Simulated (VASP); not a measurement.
# CdH2O2 (P-3m1) in VASP: notebook

The runs below take CdH2O2 through single point, with PBEsol.

Program: VASP 6.6.1. These are calculated values, not measurements. Logs are shortened: lines on timing, memory, paths and dates and some standing lists are left out, and cuts for length are marked.

### Step 1. The cell of the first run

The structure is trigonal, space group P-3m1 (No. 164). The conventional cell has a = 3.502 Å, b = 3.502 Å, c = 4.569 Å, α = 90.00°, β = 90.00°, γ = 120.00°. Cd (site symmetry -3m) has 6 O at 2.30 Å and 6 H at 2.89 Å within 3.0 Å. H (site symmetry 3m) has 1 O at 0.97 Å within 1.3 Å. Within 1.3 Å of O (site symmetry 3m) lie 1 H at 0.97 Å.

### Step 2. Single point, PBEsol

INCAR

```
SYSTEM = CdH2O2
PREC = Accurate
ENCUT = 600
EDIFF = 1E-6
ISMEAR = 1
SIGMA = 0.2
LREAL = .FALSE.
LASPH = .TRUE.
NELM = 120
ALGO = Normal
ISIF = 2
LWAVE = .FALSE.
LCHARG = .FALSE.
GGA = PS
NBANDS = 21
GGA_COMPAT = .FALSE.
```

KPOINTS

```
Automatic mesh
0
G
  6 6 4
  0 0 0
```

POSCAR

```
CdH2O2
1.0
    3.5019706991      0.0000000000      0.0000000000
   -1.7509853495      3.0327955887      0.0000000000
    0.0000000000      0.0000000000      4.5691751517
Cd H O
1 2 2
Direct
    0.0000000000      0.0000000000      0.0000000000
    0.6666666667      0.3333333333      0.5468707629
    0.3333333333      0.6666666667      0.4531292371
    0.6666666667      0.3333333333      0.7582065004
    0.3333333333      0.6666666667      0.2417934996
```

Potentials or basis: VASP PAW PBE potentials, release 64 (Cd, H, O).

Run with:

```bash
cat potpaw_PBE.64/Cd/POTCAR potpaw_PBE.64/H/POTCAR potpaw_PBE.64/O/POTCAR > POTCAR
mpirun -np 1 vasp_std > vasp.out
```

OUTCAR:

```text
SYSTEM = CdH2O2
   PREC = Accurate
   ENCUT = 600
   EDIFF = 1E-6
   ISMEAR = 1
   LREAL = .FALSE.
   LASPH = .TRUE.
   NELM = 120
   ISIF = 2
   GGA = PS

 ion  position               nearest neighbor table
   1  0.000  0.000  0.000-   4 2.30   5 2.30   5 2.30   4 2.30   4 2.30   5 2.30
   2  0.667  0.333  0.547-   4 0.97
   3  0.333  0.667  0.453-   5 0.97
   4  0.667  0.333  0.758-   2 0.97   1 2.30   1 2.30   1 2.30
   5  0.333  0.667  0.242-   3 0.97   1 2.30   1 2.30   1 2.30

  LATTYP: Found a hexagonal cell.
 ALAT       =     3.5019706991
 C/A-ratio  =     1.3047439697

  Lattice vectors:

 A1 = (   3.5019706991,   0.0000000000,   0.0000000000)
 A2 = (  -1.7509853495,   3.0327955887,   0.0000000000)
 A3 = (   0.0000000000,   0.0000000000,   4.5691751517)

Analysis of symmetry for initial positions (statically):
=====================================================================
 Subroutine PRICEL returns:
 Original cell was already a primitive cell.

 Routine SETGRP: Setting up the symmetry group for a
 hexagonal supercell.

 Subroutine GETGRP returns: Found 12 space group operations
 (whereof 12 operations were pure point group operations)
 out of a pool of 24 trial point group operations.

The static configuration has the point symmetry D_3d.

Analysis of symmetry for dynamics (positions and initial velocities):
=====================================================================
 Subroutine PRICEL returns:
 Original cell was already a primitive cell.

 Routine SETGRP: Setting up the symmetry group for a
 hexagonal supercell.

 Subroutine GETGRP returns: Found 12 space group operations
 (whereof 12 operations were pure point group operations)
 out of a pool of 24 trial point group operations.

The dynamic configuration has the point symmetry D_3d.

 Subroutine INISYM returns: Found 12 space group operations
 (whereof 12 operations are pure point group operations),
 and found     1 'primitive' translations

----------------------------------------------------------------------------------------

                                     Primitive cell

  volume of cell :      48.5281

  direct lattice vectors                    reciprocal lattice vectors
     3.501970699  0.000000000  0.000000000     0.285553503  0.164864392  0.000000000
    -1.750985350  3.032795589  0.000000000     0.000000000  0.329728783  0.000000000
     0.000000000  0.000000000  4.569175152     0.000000000  0.000000000  0.218857883

  length of vectors
     3.501970699  3.501970699  4.569175152     0.329728783  0.329728783  0.218857883

  position of ions in fractional coordinates (direct lattice)
     0.000000000  0.000000000  0.000000000
     0.666666667  0.333333333  0.546870763
     0.333333333  0.666666667  0.453129237
     0.666666667  0.333333333  0.758206500
     0.333333333  0.666666667  0.241793500

  ion indices of the primitive-cell ions
   primitive index   ion index
                 1           1
                 2           2
                 3           3
                 4           4
                 5           5

----------------------------------------------------------------------------------------

 KPOINTS: Automatic mesh

Automatic generation of k-mesh.
 Grid dimensions read from file:
 generate k-points for:    6    6    4

 Generating k-lattice:

  Cartesian coordinates                     Fractional coordinates (reciprocal lattice)
     0.047592250  0.027477399  0.000000000     0.166666667  0.000000000  0.000000000
     0.000000000  0.054954797  0.000000000     0.000000000  0.166666667  0.000000000
     0.000000000  0.000000000  0.054714471     0.000000000  0.000000000  0.250000000

  Length of vectors
     0.054954797  0.054954797  0.054714471

  Shift w.r.t. Gamma in fractional coordinates (k-lattice)
     0.000000000  0.000000000  0.000000000

 Subroutine IBZKPT returns following result:
 ===========================================

 Found     24 irreducible k-points:

 Following reciprocal coordinates:
            Coordinates               Weight
  0.000000  0.000000  0.000000      1.000000
  0.166667  0.000000  0.000000      6.000000
  0.333333  0.000000  0.000000      6.000000
  0.500000 -0.000000  0.000000      3.000000
  0.166667  0.166667  0.000000      6.000000
  0.333333  0.166667  0.000000     12.000000
[... 16 lines left out ...]
  0.333333  0.166667  0.500000     12.000000
  0.333333  0.333333  0.500000      2.000000
   k-points           NKPTS =     24   k-points in BZ     NKDIM =     24   number of bands    NBANDS=     21
   number of dos      NEDOS =    301   number of ions     NIONS =      5
   total plane-waves  NPLWV =  31360
   dimension x,y,z NGX =    28 NGY =   28 NGZ =   40
   dimension x,y,z NGXF=    56 NGYF=   56 NGZF=   80
   ions per type =               1   2   2
   NGX,Y,Z   is equivalent  to a cutoff of  13.29, 13.29, 14.55 a.u.
   NGXF,Y,Z  is equivalent  to a cutoff of  26.58, 26.58, 29.11 a.u.
 SYSTEM =  CdH2O2
   PREC   = accura    normal or accurate (medium, high low for compatibility)
   ISTART =      0    job   : 0-new  1-cont  2-samecut
   ICHARG =      2    charge: 1-file 2-atom 10-const
   ISPIN  =      1    spin polarized calculation?
   LNONCOLLINEAR =      F non collinear calculations
   LSORBIT =      F    spin-orbit coupling
   LASPH  =      T    aspherical Exc in radial PAW
   ENCUT  =  600.0 eV  44.10 Ry    6.64 a.u.   6.99  6.99  9.13*2*pi/ulx,y,z
   NELM   =    120;   NELMIN=  2; NELMDL= -5     # of ELM steps
   EDIFF  = 0.1E-05   stopping-criterion for ELM
   LREAL  =      F    real-space projection
   EDIFFG = 0.1E-04   stopping-criterion for IOM
   NSW    =      0    number of steps for IOM
   IBRION =     -1    ionic relax: 0-MD 1-quasi-New 2-CG
   NFREE  =      0    steps in history (QN), initial steepest desc. (CG)
   ISIF   =      2    stress and relaxation
   ISYM   =      2    0-nonsym 1-usesym 2-fastsym
   POTIM  = 0.5000    time-step for ionic-motion
   TEBEG  =    0.0;   TEEND  =   0.0 temperature during run
   PSTRESS=    0.0 pullay stress
   NELECT =      26.0000    total number of electrons
   NUPDOWN=      -1.0000    fix difference up-down
   EMIN   =  10.00;   EMAX   =-10.00  energy-range for DOS
   EFERMI =   0.00;   METHOD = LEGACY
   ISMEAR =     1;   SIGMA  =   0.20  broadening in eV -4-tet -1-fermi 0-gaus
   EFERMI_NEDOS =   21; number of points for ismear=-14 and -15
   IALGO  =     38    algorithm
   IMIX   =      4    mixing-type and parameters
     AMIX     =   0.40;   BMIX     =  1.00
     AMIX_MAG =   1.60;   BMIX_MAG =  1.00
  volume/ion in A,a.u.               =       9.71        65.50
  Fermi-wavevector in a.u.,A,eV,Ry     =   1.329642  2.512659 24.054399  1.767948
  Thomas-Fermi vector in A             =   2.458789
   LORBIT       =      0    0 simple, 1 ext, 2 COOP (PROOUT), +10 PAW based schemes
   GGA     = PS    functional components
   LHFCALC =     F    Hartree Fock is set to
   AEXX    =    0.0000 exact exchange contribution
   IVDW    =     0    specifies the selected vdW correction
   LEPSILON=     F    determine dielectric tensor
   LRPA    =     F    only Hartree local field effects (RPA)
 non-spin polarized calculation
 Methfessel and Paxton  Order N= 1 SIGMA  =   0.20
  energy-cutoff  :      600.00
  volume of cell :       48.53
 maximum number of plane-waves:      1635
   NGX = 13   NGY = 13   NGZ = 19

 number of electron      25.9999994 magnetization

 Free energy of the ion-electron system (eV)
  ---------------------------------------------------
  ext. energy  EPLUGINS =         0.00000000
  ---------------------------------------------------
  free energy    TOTEN  =       -23.47309883 eV

  energy without entropy =      -23.47714970  energy(sigma->0) =      -23.47444912

 E-fermi :   0.1433     XC(G=0): -10.3500

 val. band max:        0.0652497492   @ k =   0.5000  -0.0000   0.0000
 cond. band min:       1.6893994752   @ k =   0.0000   0.0000   0.0000
 fundamental gap:      1.6241497260
 Fermi energy:         0.1433045011

 k-point     1 :       0.0000    0.0000    0.0000
  band No.  band energies     occupation
      1     -18.5813      2.00000
      2     -17.4712      2.00000
      3      -7.6753      2.00000
      4      -6.3904      2.00000
      5      -6.3904      2.00000
      6      -5.5929      2.00000
[... 13 lines left out ...]
     20      14.9726      0.00000
     21      17.2855      0.00000

 k-point     2 :       0.1667    0.0000    0.0000
  band No.  band energies     occupation
      1     -18.4707      2.00000
      2     -17.5199      2.00000
      3      -7.4198      2.00000
      4      -6.4188      2.00000
      5      -6.2754      2.00000
      6      -5.6867      2.00000
[... 13 lines left out ...]
     20      15.2667      0.00000
     21      16.3205      0.00000

 k-point     3 :       0.3333    0.0000    0.0000
  band No.  band energies     occupation
      1     -18.2084      2.00000
      2     -17.6504      2.00000
      3      -6.9493      2.00000
      4      -6.2915      2.00000
      5      -6.1194      2.00000
      6      -5.9666      2.00000
[... 13 lines left out ...]
     20      13.7278      0.00000
     21      15.0647      0.00000

 k-point     4 :       0.5000   -0.0000    0.0000
  band No.  band energies     occupation
      1     -18.0058      2.00000
      2     -17.7827      2.00000
      3      -6.8709      2.00000
      4      -6.1565      2.00000
      5      -6.1032      2.00000
      6      -5.7306      2.00000
[... 13 lines left out ...]
     20      13.6460      0.00000
     21      14.9338      0.00000

 k-point     5 :       0.1667    0.1667    0.0000
  band No.  band energies     occupation
      1     -18.2848      2.00000
      2     -17.6074      2.00000
      3      -7.0148      2.00000
      4      -6.5006      2.00000
      5      -6.0935      2.00000
      6      -5.8219      2.00000
[... 13 lines left out ...]
     20      13.9471      0.00000
     21      15.4378      0.00000

 k-point     6 :       0.3333    0.1667    0.0000
  band No.  band energies     occupation
      1     -18.0357      2.00000
      2     -17.7504      2.00000
      3      -6.7680      2.00000
      4      -6.4577      2.00000
      5      -6.0479      2.00000
      6      -5.8696      2.00000
[... 13 lines left out ...]
     20      13.2161      0.00000
     21      15.0869      0.00000

 k-point     7 :       0.3333    0.3333    0.0000
  band No.  band energies     occupation
      1     -17.8733      2.00000
      2     -17.8733      2.00000
      3      -6.6382      2.00000
      4      -6.6382      2.00000
      5      -5.9275      2.00000
      6      -5.9275      2.00000
[... 13 lines left out ...]
     20      12.6258      0.00000
     21      15.9444      0.00000
[... 291 lines left out ...]
      1     -18.0647      2.00000
      2     -17.7859      2.00000
      3      -7.1355      2.00000
      4      -6.4727      2.00000
      5      -6.1655      2.00000
      6      -5.8138      2.00000
[... 13 lines left out ...]
     20      13.5372      0.00000
     21      15.1724      0.00000

 k-point    21 :       0.5000   -0.0000    0.5000
  band No.  band energies     occupation
      1     -18.0023      2.00000
      2     -17.7619      2.00000
      3      -7.2427      2.00000
      4      -6.1724      2.00000
      5      -5.9158      2.00000
      6      -5.9123      2.00000
[... 13 lines left out ...]
     20      13.8858      0.00000
     21      15.1098      0.00000

 k-point    22 :       0.1667    0.1667    0.5000
  band No.  band energies     occupation
      1     -18.0892      2.00000
      2     -17.8055      2.00000
      3      -6.9601      2.00000
      4      -6.7467      2.00000
      5      -6.1576      2.00000
      6      -5.7855      2.00000
[... 13 lines left out ...]
     20      13.9184      0.00000
     21      15.8378      0.00000

 k-point    23 :       0.3333    0.1667    0.5000
  band No.  band energies     occupation
      1     -17.9809      2.00000
      2     -17.7862      2.00000
      3      -7.0445      2.00000
      4      -6.3746      2.00000
      5      -6.1071      2.00000
      6      -5.8920      2.00000
[... 13 lines left out ...]
     20      15.1215      0.00000
     21      16.0318      0.00000

 k-point    24 :       0.3333    0.3333    0.5000
  band No.  band energies     occupation
      1     -17.8640      2.00000
      2     -17.8640      2.00000
      3      -6.6601      2.00000
      4      -6.6601      2.00000
      5      -5.9913      2.00000
      6      -5.9913      2.00000
[... 13 lines left out ...]
     20      16.7167      0.00000
     21      17.0957      0.00000

------------------------ aborting loop because EDIFF is reached ----------------------------------------

  FORCE on cell =-STRESS in cart. coord.  units (eV):
  Direction    XX          YY          ZZ          XY          YZ          ZX
  --------------------------------------------------------------------------------------
  -------------------------------------------------------------------------------------
  Total        0.1724479      0.1724479      1.4043085      0.0000000      0.0000000      0.0000000
  in kB        5.6934433      5.6934433     46.3638670      0.0000000      0.0000000      0.0000000
  external PRESSURE =      19.2502512 kB  Pullay stress =       0.0000000 kB

 VOLUME and BASIS-vectors are now :
 -----------------------------------------------------------------------------
  energy-cutoff  :      600.00
  volume of cell :       48.53
      direct lattice vectors                 reciprocal lattice vectors
     3.501970699  0.000000000  0.000000000     0.285553503  0.164864392  0.000000000
    -1.750985350  3.032795589  0.000000000     0.000000000  0.329728783  0.000000000
     0.000000000  0.000000000  4.569175152     0.000000000  0.000000000  0.218857883

 POSITION                                       TOTAL-FORCE (eV/Angst)
 -----------------------------------------------------------------------------------
      0.00000      0.00000      0.00000        -0.000000      0.000000      0.000000
      1.75099      1.01093      2.49875        -0.000000     -0.000000     -0.724316
     -0.00000      2.02186      2.07043         0.000000     -0.000000      0.724316
      1.75099      1.01093      3.46438         0.000000     -0.000000      0.697605
     -0.00000      2.02186      1.10480        -0.000000      0.000000     -0.697605
 -----------------------------------------------------------------------------------
    total drift:                                0.000000     -0.000000      0.000000

  FREE ENERGIE OF THE ION-ELECTRON SYSTEM (eV)
  ---------------------------------------------------
  free  energy   TOTEN  =       -23.4730988347 eV

  energy  without entropy=      -23.4771497033  energy(sigma->0) =      -23.47444912
```

It took 13 s on 1 thread of Intel Xeon 6975P-C (Granite Rapids), shared host; peak memory 0.19 GiB.

Results:

```
Free energy            : -23.4731 eV
Pressure               : 1.9 GPa
Largest force          : 0.724 eV/Å
Band gap on the k mesh : 1.62 eV (least direct gap 2.00 eV)
```

Forces on the atoms (eV/Å):
```
Cd   0.000  0.000  0.000
H    0.000  0.000 -0.724
H    0.000  0.000  0.724
O    0.000  0.000  0.698
O    0.000  0.000 -0.698
```

Stress tensor (GPa, compression positive):
```
0.57 0.00 0.00
0.00 0.57 0.00
0.00 0.00 4.64
```

Caveat: the PAW data sets were made with another functional, which shifts forces and pressure a little.

### Step 3. Single point, PBEsol

INCAR: that of step 2 with these lines changed.

```diff
@@ -4,4 +4,4 @@
 EDIFF = 1E-6
-ISMEAR = 1
-SIGMA = 0.2
+ISMEAR = 0
+SIGMA = 0.01
 LREAL = .FALSE.
```

KPOINTS is that of step 2.

POSCAR is that of step 2.

Potentials or basis: VASP PAW PBE potentials, release 64 (Cd, H, O).

Run with:

```bash
cat potpaw_PBE.64/Cd/POTCAR potpaw_PBE.64/H/POTCAR potpaw_PBE.64/O/POTCAR > POTCAR
mpirun -np 1 vasp_std > vasp.out
```

Run time: 14 s. Hardware: 1 thread of Intel Xeon 6975P-C (Granite Rapids), shared host; peak memory 0.19 GiB.

Results (log left out):

```yaml
Free_energy: -23.4751 eV
Pressure: 1.9 GPa
Largest_force: 0.724 eV/Å
Band_gap_on_the_k_mesh: 1.62 eV (least direct gap 2.00 eV)
```

Forces on the atoms (eV/Å):
```
Cd   0.000  0.000  0.000
H    0.000  0.000 -0.724
H    0.000  0.000  0.724
O    0.000  0.000  0.699
O    0.000  0.000 -0.699
```

Stress tensor (GPa, compression positive):
```
0.57 0.00 0.00
0.00 0.57 0.00
0.00 0.00 4.66
```

Levels at points of the mesh, in eV from the valence-band top:
```tsv
k point	band 9	band 10	band 11	band 12	band 13	band 14	band 15	band 16	band 17	band 18
(0.00, 0.00, 0.00)	-4.25	-1.12	-1.12	-0.38	-0.38	1.62	6.06	10.26	12.82	12.82
(0.50, 0.00, 0.00)	-3.66	-2.97	-2.56	-2.34	0.00	6.42	6.54	8.80	10.48	11.20
(0.00, 0.00, 0.50)	-4.92	-1.38	-1.38	-0.07	-0.07	4.28	4.41	11.02	11.50	12.78
(0.50, 0.00, 0.50)	-4.09	-2.47	-2.06	-1.84	-0.53	6.04	6.94	9.13	9.36	10.45
```

Caveat: the PAW data sets were made with another functional, which shifts forces and pressure a little.
